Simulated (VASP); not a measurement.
A run of VASP 6.6.1 is set up as follows.

File INCAR:

```
SYSTEM = Ca
PREC     = Accurate       ! precision mode
ENCUT    = 520            ! plane-wave cutoff, eV
EDIFF    = 1E-6           ! SCF threshold, eV
ISMEAR   = 0              ! smearing method
SIGMA    = 0.15           ! smearing width, eV
LREAL    = .False.        ! projectors in reciprocal space
LASPH    = .True.         ! aspherical terms in the spheres
NELM     = 60             ! most SCF steps
ALGO     = Fast           ! electronic algorithm
ISIF     = 2              ! what is computed and relaxed
LWAVE    = .False.        ! write WAVECAR
LCHARG   = .False.        ! write CHGCAR
GGA      = PE             ! functional
NBANDS   = 17             ! bands
```

Contents of KPOINTS:

```
Automatic mesh
0
Gamma
  15 15 8
  0 0 0
```

The input POSCAR:

```
Ca
1.0
    4.2983994823      0.0000000000      0.0000000000
   -2.1491997411      3.7225231472      0.0000000000
    0.0000000000      0.0000000000      6.5200000000
Ca
2
Direct
    0.3333333333      0.6666666667      0.2500000000
    0.6666666667      0.3333333333      0.7500000000
```

Potentials or basis: VASP PAW PBE potentials, release 64 (Ca_sv).

The run is started by

```bash
$ cat potpaw_PBE.64/Ca_sv/POTCAR > POTCAR
$ mpirun -np 1 vasp_std > vasp.out
```

Task: What does it give for the band gap on the k mesh?

Result: Zero (band 10 reaches 1.45 eV, above the bottom of band 11 at 0.98 eV).

Task: Predict the pressure.

Result: -2.4 GPa.

Stress tensor (GPa, compression positive):
```
-2.84  0.00  0.00
 0.00 -2.84  0.00
 0.00  0.00 -1.62
```

Caveat: the cell differs from its parent crystal (strain +0.080 along x and y, +0.000 along z).
